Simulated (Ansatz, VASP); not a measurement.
# Two plane-wave programs on MnO

File INCAR:

```
SYSTEM = MnO
ALGO = Normal ; EDIFF = 1E-6
ENCUT = 700 ; GGA = PE
GGA_COMPAT = .False. ; ISIF = 2
ISMEAR = -1 ; ISPIN = 2
LASPH = .True. ; LCHARG = .False.
LMAXMIX = 4 ; LORBIT = 11
LREAL = .False. ; LWAVE = .False.
MAGMOM = 5 0 ; NBANDS = 22
NELM = 200 ; NUPDOWN = 5.0
PREC = Accurate ; SIGMA = 0.05
```

KPOINTS

```
k-points
0
Gamma
  9 9 9
  0 0 0
```

Contents of POSCAR:

```
MnO
1.0
    0.0000000000      2.2220003300      2.2220003300
    2.2220003300      0.0000000000      2.2220003300
    2.2220003300      2.2220003300      0.0000000000
Mn O
1 1
Direct
    0.0000000000      0.0000000000      0.0000000000
    0.5000000000      0.5000000000      0.5000000000
```

File input.yaml:

```yaml
crystal:
  lattice:
    - [0.0, 2.22200033, 2.22200033]
    - [2.22200033, 0.0, 2.22200033]
    - [2.22200033, 2.22200033, 0.0]
  atoms:
    - { symbol: Mn, position: [0.0, 0.0, 0.0], spin: 5.0 }
    - { symbol: O, position: [0.5, 0.5, 0.5] }
hamiltonian:
  xc: pbe
  pseudopotentials: { kind: paw }
magnetization:
  spin_polarized: true
  initial_magnetization: 5.0
  spin_locking: { lock_magnetization: hard }
kpoints:
  mp_grid: { grid: [9, 9, 9] }
scf:
  occupations: { method: fermi_dirac, width: 0.05 }
  lower_state_search: "off"
output:
  forces: true
  stress: true
  eigenvalues: true
```

Alike in both runs: task single point; functional PBE; k mesh 9 × 9 × 9; occupations fermi-dirac, width 0.05 eV; collinear spin; fixed moment 5 μB.

```csv
,VASP,Ansatz
version,VASP 6.6.1,Ansatz 0.2.0
potentials or method,"VASP PAW PBE potentials, release 64 (Mn_sv, O)",Ansatz PAW
plane-wave cutoff (eV),700,420
valence electrons in the cell,21,21
```

|  | VASP | Ansatz | Ansatz less VASP |
| --- | --- | --- | --- |
| pressure (GPa) | 4.5 | 5.1 | +0.64 |
| net moment per atom (μB) | 2.50 | 2.50 | 0.000 |
| size of the moment on the site where the two differ most (μB) | 4.30 | 4.18 | -0.116 |

Site moments also hang on the region over which each program counts them. With one functional, cell and mesh, what is left measures potentials, basis and numerics.
